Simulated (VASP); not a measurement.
# Fe (P6_3/mmc) in VASP: single point with r2SCAN

Aim: the single point of Fe with r2SCAN.

All numbers are computed with VASP 6.6.1; they aren't measurements. Logs are shortened: lines on timing, memory, paths and dates and some standing lists are left out, and cuts for length are marked.

## (1) The cell of the first run

Symmetry: P6_3/mmc, No. 194, hexagonal system. The conventional cell has a = 2.541 Å, b = 2.541 Å, c = 4.384 Å, α = 90.00°, β = 90.00°, γ = 120.00°. Fe (site symmetry -6m2) has 12 Fe at 2.54 to 2.64 Å within 3.4 Å.

This isn't the form of Fe at room conditions, which is bcc.

## (2) Single point, r2SCAN, collinear spin, ferromagnetic start

The input, POSCAR:

```
Fe
1.0
    2.5408870532      0.0000000000      0.0000000000
   -1.2704435266      2.2004727363      0.0000000000
    0.0000000000      0.0000000000      4.3842603670
Fe
2
Direct
    0.3333333333      0.6666666667      0.2500000000
    0.6666666667      0.3333333333      0.7500000000
```

The input, INCAR.step1:

```
ALGO     = Normal         # electronic algorithm
EDIFF    = 1E-4           # SCF threshold, eV
ENCUT    = 520            # plane-wave cutoff, eV
GGA      = PE             # functional
ISMEAR   = 0              # smearing method
ISPIN    = 2              # spin polarisation
LASPH    = T              # aspherical terms in the spheres
LCHARG   = F              # write CHGCAR
LMAXMIX  = 4              # l up to which the mixer works
LREAL    = F              # projectors in reciprocal space
LWAVE    = T              # write WAVECAR
MAGMOM   = 3.16 3.16      # initial moments
NBANDS   = 19             # bands
NELM     = 150            # most SCF steps
PREC     = Accurate       # precision mode
SIGMA    = 0.1            # smearing width, eV
```

The input, INCAR.step2:

```
ALGO     = Normal         # electronic algorithm
EDIFF    = 1E-7           # SCF threshold, eV
ENCUT    = 520            # plane-wave cutoff, eV
ISIF     = 2              # what is computed and relaxed
ISMEAR   = 0              # smearing method
ISPIN    = 2              # spin polarisation
ISTART   = 1            
LASPH    = T              # aspherical terms in the spheres
LCHARG   = F              # write CHGCAR
LMAXMIX  = 4              # l up to which the mixer works
LMIXTAU  = T            
LORBIT   = 11             # projections on sites
LREAL    = F              # projectors in reciprocal space
LWAVE    = F              # write WAVECAR
MAGMOM   = 3.16 3.16      # initial moments
METAGGA  = R2SCAN         # meta-GGA
NBANDS   = 19             # bands
NELM     = 150            # most SCF steps
PREC     = Accurate       # precision mode
SIGMA    = 0.1            # smearing width, eV
```

The input, KPOINTS:

```
k-points
0
Gamma
  18 18 10
```

Potentials or basis: VASP PAW PBE potentials, release 64 (Fe).

Command:

```sh
$ cat potpaw_PBE.64/Fe/POTCAR > POTCAR
$ cp INCAR.step1 INCAR
$ mpirun -np 1 vasp_std > vasp.out
$ cp INCAR.step2 INCAR
$ mpirun -np 1 vasp_std > vasp.out
```

OUTCAR:

```text
EDIFF = 1E-7
   ENCUT = 520
   ISIF = 2
   ISMEAR = 0
   ISPIN = 2
   ISTART = 1
   LASPH = T
   LORBIT = 11
   LREAL = F
   METAGGA = R2SCAN
   NELM = 150
   PREC = Accurate

 ion  position               nearest neighbor table
   1  0.333  0.667  0.250-   2 2.64   2 2.64   2 2.64   2 2.64   2 2.64   2 2.64
   2  0.667  0.333  0.750-   1 2.64   1 2.64   1 2.64   1 2.64   1 2.64   1 2.64

  LATTYP: Found a hexagonal cell.
 ALAT       =     2.5408870532
 C/A-ratio  =     1.7254841617

  Lattice vectors:

 A1 = (   2.5408870532,   0.0000000000,   0.0000000000)
 A2 = (  -1.2704435266,   2.2004727363,   0.0000000000)
 A3 = (   0.0000000000,   0.0000000000,   4.3842603670)

Analysis of symmetry for initial positions (statically):
=====================================================================
 Subroutine PRICEL returns:
 Original cell was already a primitive cell.

 Routine SETGRP: Setting up the symmetry group for a
 hexagonal supercell.

 Subroutine GETGRP returns: Found 24 space group operations
 (whereof 12 operations were pure point group operations)
 out of a pool of 24 trial point group operations.

The static configuration has the point symmetry D_3d.
 The point group associated with its full space group is D_6h.

Analysis of symmetry for dynamics (positions and initial velocities):
=====================================================================
 Subroutine PRICEL returns:
 Original cell was already a primitive cell.

 Routine SETGRP: Setting up the symmetry group for a
 hexagonal supercell.

 Subroutine GETGRP returns: Found 24 space group operations
 (whereof 12 operations were pure point group operations)
 out of a pool of 24 trial point group operations.

The dynamic configuration has the point symmetry D_3d.
 The point group associated with its full space group is D_6h.

Analysis of structural, dynamic, and magnetic symmetry:
=====================================================================
 Subroutine PRICEL returns:
 Original cell was already a primitive cell.

 Routine SETGRP: Setting up the symmetry group for a
 hexagonal supercell.

 Subroutine GETGRP returns: Found 24 space group operations
 (whereof 12 operations were pure point group operations)
 out of a pool of 24 trial point group operations.

The overall configuration has the point symmetry D_3d.
 The point group associated with its full space group is D_6h.

 Subroutine INISYM returns: Found 24 space group operations
[... 117 lines left out ...]
     AMIX_MAG =   1.60;   BMIX_MAG =  1.00
  volume/ion in A,a.u.               =      12.26        82.71
  Fermi-wavevector in a.u.,A,eV,Ry     =   1.420089  2.683579 27.438231  2.016653
  Thomas-Fermi vector in A             =   2.541041
   LORBIT       =     11    0 simple, 1 ext, 2 COOP (PROOUT), +10 PAW based schemes
   METAGGA = R2SCAN    functional components
   LHFCALC =     F    Hartree Fock is set to
   AEXX    =    0.0000 exact exchange contribution
   IVDW    =     0    specifies the selected vdW correction
   LEPSILON=     F    determine dielectric tensor
   LRPA    =     F    only Hartree local field effects (RPA)
 spin polarized calculation
 Gauss-broadening in eV      SIGMA  =   0.10
  energy-cutoff  :      520.00
  volume of cell :       24.51
 maximum number of plane-waves:       681
 NGX is ok and might be reduce to    20
   NGX =  9   NGY =  9   NGZ = 17

 number of electron      15.9999994 magnetization       5.6298715

 Free energy of the ion-electron system (eV)
  ---------------------------------------------------
  ext. energy  EPLUGINS =         0.00000000
  ---------------------------------------------------
  free energy    TOTEN  =       -28.39475868 eV

  energy without entropy =      -28.38409543  energy(sigma->0) =      -28.38942706

 E-fermi :   5.5583     XC(G=0): -13.7449

 val. band max:        5.5551839271   @ k =   0.4444   0.0556   0.0000
 cond. band min:       5.5587679204   @ k =   0.4444   0.1111   0.1000
 fundamental gap:      0.0035839934
 Fermi energy:         5.5583305444

 spin component 1

 k-point     1 :       0.0000    0.0000    0.0000
  band No.  band energies     occupation
      1      -3.2894      1.00000
      2       0.0283      1.00000
      3       2.1360      1.00000
      4       2.2136      1.00000
      5       2.2136      1.00000
      6       2.4397      1.00000
[... 517 lines left out ...]
     18      24.9134      0.00000
     19      26.8860      0.00000

 [... further k-points ...]

 spin component 2

 k-point     1 :       0.0000    0.0000    0.0000
  band No.  band energies     occupation
      1      -3.6544      1.00000
      2       1.4260      1.00000
      3       4.2074      1.00000
      4       4.9958      1.00000
      5       5.8940      0.00000
      6       5.8941      0.00000
[... 517 lines left out ...]
     18      25.3331      0.00000
     19      28.3201      0.00000

 [... further k-points ...]

------------------------ aborting loop because EDIFF is reached ----------------------------------------

  FORCE on cell =-STRESS in cart. coord.  units (eV):
  Direction    XX          YY          ZZ          XY          YZ          ZX
  --------------------------------------------------------------------------------------
  -------------------------------------------------------------------------------------
  Total       -0.0725971     -0.0725971     -0.0160254      0.0000000     -0.0000000      0.0000000
  in kB       -4.7449583     -4.7449583     -1.0474245      0.0000000     -0.0000000      0.0000000
  external PRESSURE =      -3.5124471 kB  Pullay stress =       0.0000000 kB

 VOLUME and BASIS-vectors are now :
 -----------------------------------------------------------------------------
  energy-cutoff  :      520.00
  volume of cell :       24.51
      direct lattice vectors                 reciprocal lattice vectors
     2.540887053  0.000000000  0.000000000     0.393563342  0.227223901  0.000000000
    -1.270443527  2.200472736  0.000000000     0.000000000  0.454447803  0.000000000
     0.000000000  0.000000000  4.384260367     0.000000000  0.000000000  0.228088644

 POSITION                                       TOTAL-FORCE (eV/Angst)
 -----------------------------------------------------------------------------------
     -0.00000      1.46698      1.09607        -0.000000     -0.000000      0.000000
      1.27044      0.73349      3.28820         0.000000      0.000000      0.000000
 -----------------------------------------------------------------------------------
    total drift:                               -0.000000      0.000000     -0.000000

  FREE ENERGIE OF THE ION-ELECTRON SYSTEM (eV)
  ---------------------------------------------------
  free  energy   TOTEN  =       -28.3947586830 eV

  energy  without entropy=      -28.3840954314  energy(sigma->0) =      -28.38942706

 total charge

# of ion       s       p       d       tot
------------------------------------------
    1        0.479   0.516   6.140   7.135
    2        0.479   0.516   6.140   7.135
--------------------------------------------------
tot          0.957   1.032  12.280  14.269

 magnetization (x)

# of ion       s       p       d       tot
------------------------------------------
    1       -0.007  -0.071   2.935   2.856
    2       -0.007  -0.071   2.935   2.856
--------------------------------------------------
tot         -0.014  -0.143   5.870   5.713
```

Wall time 16 min (1 thread of Intel Xeon Platinum 8175M at 2.50GHz (Skylake/Cascade Lake), shared host); peak memory 0.27 GiB.

Results:

```
Free energy                                           : -28.3948 eV
Pressure                                              : -0.4 GPa
Net moment                                            : 5.63 μB per cell
Site moments                                          : Fe +2.86 μB
Valence electrons inside the program's atomic spheres : Fe 7.13
```

Levels at points of the mesh, in eV from the Fermi level:
Spin up:
```
           k point  band 8  band 9  band 10  band 11  band 12  band 13  band 14  band 15
(0.00, 0.00, 0.00)   -2.68   -2.68    -1.86    -1.86    -0.98     4.76    21.96    22.30
(0.50, 0.00, 0.00)   -1.76   -1.40    -1.30     0.93     2.93     8.50     9.12    11.40
(0.00, 0.00, 0.50)   -3.37   -2.13    -2.13    -2.13    -2.13    12.47    12.47    22.60
(0.50, 0.00, 0.50)   -1.67   -1.34    -1.34     1.25     1.25     6.58     6.58    17.41
```
Spin down:
```tsv
k point	band 1	band 2	band 3	band 4	band 5	band 6	band 7	band 8	band 9	band 10
(0.00, 0.00, 0.00)	-9.21	-4.13	-1.35	-0.56	0.34	0.34	0.66	0.66	1.94	1.94
(0.50, 0.00, 0.00)	-3.44	-2.96	-2.24	-1.69	-0.02	0.11	0.89	2.80	2.92	3.11
(0.00, 0.00, 0.50)	-7.09	-7.09	-1.22	-1.22	0.38	0.38	0.38	0.38	2.58	2.58
(0.50, 0.00, 0.50)	-3.30	-3.30	-1.65	-1.65	0.43	0.43	1.87	1.87	2.87	2.87
```

Caveat: the PAW data sets were made with another functional, which shifts forces and pressure a little.
